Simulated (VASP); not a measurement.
The system is MgSe5.

```xyz
6
Lattice="0.0000 4.2981 4.2981 4.2981 0.0000 4.2981 4.2981 4.2981 0.0000" Properties=species:S:1:pos:R:3 pbc="T T T"
Mg    0.0000    0.0000    0.0000
Se    6.4472    6.4472    6.4472
Se    5.3726    5.3726    3.2236
Se    5.3726    3.2236    5.3726
Se    3.2236    5.3726    5.3726
Se    3.2236    3.2236    3.2236
```

The cell was built from a structure type or drawn by symmetry, and may not be a known phase.

```yaml
Program: VASP 6.6.1
Task: relaxation of cell and atoms
Functional: PBE
Potentials_or_basis: VASP PAW PBE potentials, release 64 (Mg, Se)
Cutoff: 600 eV
k_mesh: 4 × 4 × 4
Occupations: gaussian, width 0.1 eV
Spin: no spin polarisation
```

At the start: pressure -6.1 GPa; volume 26.47 Å³/atom.

Question: How do energy, volume and symmetry change on relaxing?

Answer: Over 7 steps the energy falls by 88.5 meV/atom and the volume is 22.55 Å³/atom (-14.8 %); space group F-43m (No. 216, to 0.1 Å) before and after.

The path:
| step | energy change (eV) | largest force (eV/Å) | pressure (GPa) | volume (Å³) |
| --- | --- | --- | --- | --- |
| 1 | 0.0000 | 0.1025 | -6.13 | 158.80 |
| 2 | -0.5245 | 0.0960 | -0.61 | 136.66 |
| 3 | -0.5277 | 0.0912 | -0.01 | 135.13 |
| 4 | -0.5276 | 0.0899 | 0.16 | 134.68 |
| 5 | -0.5292 | 0.0692 | -0.01 | 135.13 |
| 6 | -0.5301 | 0.0408 | -0.24 | 135.77 |
| 7 | -0.5310 | 0.0093 | -0.05 | 135.32 |

Final structure:
```xyz
6
Lattice="0.0000 4.0749 4.0749 4.0749 0.0000 4.0749 4.0749 4.0749 0.0000" Properties=species:S:1:pos:R:3 pbc="T T T"
Mg    0.0000    0.0000    0.0000
Se    6.1123    6.1123    6.1123
Se    5.0812    5.0812    3.0686
Se    5.0812    3.0686    5.0812
Se    3.0686    5.0812    5.0812
Se    3.0686    3.0686    3.0686
```
